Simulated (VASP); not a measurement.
Wanted: the native input for a VASP 6.6.1 run.

| Quantity | Value |
| --- | --- |
| Task | single point |
| Functional | PBE |
| Potentials or basis | VASP PAW PBE potentials, release 64 (Bi_d, Te) |
| Cutoff | 520 eV |
| k mesh | 9 × 9 × 9 |
| Occupations | gaussian, width 0.01 eV |
| Spin | no spin polarisation |
| Dipole correction | no |
| Further INCAR settings | ALGO = Normal; EDIFF = 1e-06; NBANDS = 32 |

The structure of Bi2Te3 lies in POSCAR:

```
Bi2Te3
1.0
    2.2240699007      1.2840673556     10.6836062791
   -2.2240699007      1.2840673556     10.6836062791
    0.0000000000     -2.5681347120     10.6836062790
Bi Te
2 3
Direct
    0.3974180604      0.3974180604      0.3974180604
    0.6025819396      0.6025819396      0.6025819396
    0.0000000000      0.0000000000      0.0000000000
    0.2156238352      0.2156238352      0.2156238352
    0.7843761648      0.7843761648      0.7843761648
```

These files were run (other wordings do the same):

INCAR

```
SYSTEM = Bi2Te3
ALGO     = Normal         ! electronic algorithm
EDIFF    = 1E-6           ! SCF threshold, eV
ENCUT    = 520            ! plane-wave cutoff, eV
GGA      = PE             ! functional
ISIF     = 2              ! what is computed and relaxed
ISMEAR   = 0              ! smearing method
LASPH    = .TRUE.         ! aspherical terms in the spheres
LCHARG   = .FALSE.        ! write CHGCAR
LREAL    = .FALSE.        ! projectors in reciprocal space
LWAVE    = .FALSE.        ! write WAVECAR
NBANDS   = 32             ! bands
NELM     = 60             ! most SCF steps
PREC     = Accurate       ! precision mode
SIGMA    = 0.01           ! smearing width, eV
```

KPOINTS

```
k-points
0
G
  9 9 9
  0 0 0
```

Potentials or basis: VASP PAW PBE potentials, release 64 (Bi_d, Te).

Launch:

```bash
$ cat potpaw_PBE.64/Bi_d/POTCAR potpaw_PBE.64/Te/POTCAR > POTCAR
$ mpirun -np 1 vasp_std > vasp.out
```

Results of the run:

```yaml
Pressure: 0.0 GPa
Largest_force: 0.009 eV/Å
Band_gap_on_the_k_mesh: 0.51 eV
```

Caveat: spin-orbit coupling is left out, which moves the levels of the heavy elements; an odd mesh through Γ misses points on the zone boundary, where band edges can lie.

Run time: 60 min on 1 thread of Intel(R) Xeon(R) Platinum 8488C (Sapphire Rapids) (shared host), peak memory 1.3 GiB.
